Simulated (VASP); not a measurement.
C:

```xyz
2
Lattice="0.0000 2.1270 3.3480 1.2280 0.0000 3.3480 1.2280 2.1270 0.0000" Properties=species:S:1:pos:R:3 pbc="T T T"
C     1.2280    0.7090    3.3480
C     1.2280    3.5450    3.3480
```

```yaml
Program: VASP 6.6.1
Task: relaxation of cell and atoms
Functional: PBE
Potentials_or_basis: VASP PAW PBE potentials, release 64 (C)
Cutoff: 600 eV
k_mesh: 14 × 14 × 14
Occupations: gaussian, width 0.02 eV
Spin: no spin polarisation
```

At the start: pressure 4.6 GPa; volume 8.74 Å³/atom.

Where does the relaxation end?

Over 23 steps the energy falls by 15.1 meV/atom and the volume is 10.44 Å³/atom (+19.4 %); space group Fmmm (No. 69, to 0.1 Å) before and after.

Step by step:
```
step  energy change (eV)  largest force (eV/Å)  pressure (GPa)  volume (Å³)
   1              0.0000                0.0314            4.63        17.49
   2              0.0055                0.1258           -6.10        18.14
   3             -0.0036                0.0337            0.31        17.74
   4             -0.0074                0.0872            0.21        17.92
   5             -0.0146                0.4563            0.01        18.49
   6             -0.0126                1.2255           -0.03        19.62
   7             -0.0161                0.7952           -0.03        18.99
   8             -0.0167                0.7731           -0.07        19.02
   9             -0.0184                0.7076           -0.04        19.11
  10             -0.0214                0.5772           -0.01        19.28
  11             -0.0258                0.3186            0.05        19.62
  12             -0.0293                0.1889            0.25        20.31
  13             -0.0296                0.1570            0.21        20.39
  14             -0.0300                0.0799            0.18        20.60
  15             -0.0301                0.0755            0.07        21.01
  16             -0.0302                0.0027            0.18        20.80
  17             -0.0302                0.0336            0.07        20.90
  18             -0.0302                0.0083            0.22        20.83
  19             -0.0302                0.0210            0.09        20.87
  20             -0.0302                0.0154            0.15        20.85
  21             -0.0302                0.0073            0.04        20.87
  22             -0.0302                0.0061            0.06        20.88
  23             -0.0302                0.0036            0.00        20.88
```

Final structure:
```yaml
crystal:
  lattice:
    - [0.00000, 2.13674, 3.96157]
    - [1.23344, 0.00000, 3.96157]
    - [1.23344, 2.13674, 0.00000]
  atoms:
    - { symbol: C, position: [0.16667, 0.83333, 0.16667] }
    - { symbol: C, position: [0.83333, 0.16667, 0.83333] }
```

Caveat: the volume moved by over 15 % at a fixed basis, so the end points are rough; this functional lacks dispersion, which binds layers or chains, so the pressure and a relaxed spacing across them are unreliable.
